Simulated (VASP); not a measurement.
Input of a VASP 6.6.1 run:

The input INCAR:

```
PREC = Accurate
ENCUT = 520
EDIFF = 1E-6
ISMEAR = 0
SIGMA = 0.1
LREAL = False
LASPH = True
NELM = 150
ALGO = Normal
ISIF = 2
LWAVE = False
LCHARG = True
ISPIN = 2
MAGMOM = 1 0 0 0 0 0
LORBIT = 11
LMAXMIX = 4
GGA = PE
LELF = True
LVHAR = True
NBANDS = 30
```

The input KPOINTS:

```
Automatic mesh
0
Gamma
  4 4 4
```

File POSCAR:

```
TiB2N3
1.0
    3.1118172766      0.0000000000      0.0000000000
    0.0000000000      3.1118172766      0.0000000000
    0.0000000000      0.0000000000      6.6827951159
Ti B N
1 2 3
Direct
    0.5000000000      0.5000000000      0.5000000000
    0.5000000000      0.5000000000      0.0000000000
    0.0000000000      0.0000000000      0.0000000000
    0.0000000000      0.0000000000      0.5000000000
    0.5000000000      0.0000000000      0.0000000000
    0.0000000000      0.5000000000      0.0000000000
```

Potentials or basis: VASP PAW PBE potentials, release 64 (Ti_sv, B, N).

The run is started by

```bash
$ cat potpaw_PBE.64/Ti_sv/POTCAR potpaw_PBE.64/B/POTCAR potpaw_PBE.64/N/POTCAR > POTCAR
$ mpirun -np 1 vasp_std > vasp.out
```

Problem. What does it give for the pressure?

Solution. 0.3 GPa.

Problem. Predict the site moments.

Solution. Ti +0.70; B -0.02, -0.00; N -0.08, +0.01 μB.

Stress tensor (GPa, compression positive):
```
0.37 0.00 0.00
0.00 0.37 0.00
0.00 0.00 0.14
```

Caveat: the k points lie up to 0.50 Å⁻¹ apart.
